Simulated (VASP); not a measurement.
Input of a VASP 6.6.1 run:

The input INCAR:

```
SYSTEM = HfO2
ALGO = Normal ; EDIFF = 1E-6
ENCUT = 520 ; GGA = PE
ISIF = 2 ; ISMEAR = -1
LASPH = .True. ; LCHARG = .True.
LDAU = .True. ; LDAUJ = 0 0
LDAUL = 2 -1 ; LDAUPRINT = 1
LDAUTYPE = 2 ; LDAUU = 1 0
LELF = .True. ; LMAXMIX = 4
LREAL = .False. ; LVHAR = .True.
LWAVE = .False. ; NBANDS = 18
NELM = 150 ; PREC = Accurate
SIGMA = 0.05
```

File KPOINTS:

```
k-points
0
Gamma
  9 9 9
  0 0 0
```

POSCAR

```
HfO2
1.0
    0.0000000000      2.5537003402      2.5537003402
    2.5537003402      0.0000000000      2.5537003402
    2.5537003402      2.5537003402      0.0000000000
Hf O
1 2
Direct
    0.0000000000      0.0000000000      0.0000000000
    0.7500000000      0.7500000000      0.7500000000
    0.2500000000      0.2500000000      0.2500000000
```

Potentials or basis: VASP PAW PBE potentials, release 64 (Hf_pv, O).

Run with:

```bash
$ cat potpaw_PBE.64/Hf_pv/POTCAR potpaw_PBE.64/O/POTCAR > POTCAR
$ mpirun -np 1 vasp_std > vasp.out
```

Question: What does it give for the pressure?

Answer: -2.3 GPa.

Question: Estimate the band gap on the k mesh.

Answer: 3.98 eV (least direct gap 4.09 eV).

Eigenvalues of the final occupation matrices:
| site | spin | trace | eigenvalues |
| --- | --- | --- | --- |
| site 1 d | 1 | 0.66 | 0.06 0.06 0.18 0.18 0.18 |
| site 1 d | 2 | 0.66 | 0.06 0.06 0.18 0.18 0.18 |

Caveat: spin-orbit coupling is left out, which moves the levels of the heavy elements; an odd mesh through Γ misses points on the zone boundary, where band edges can lie.
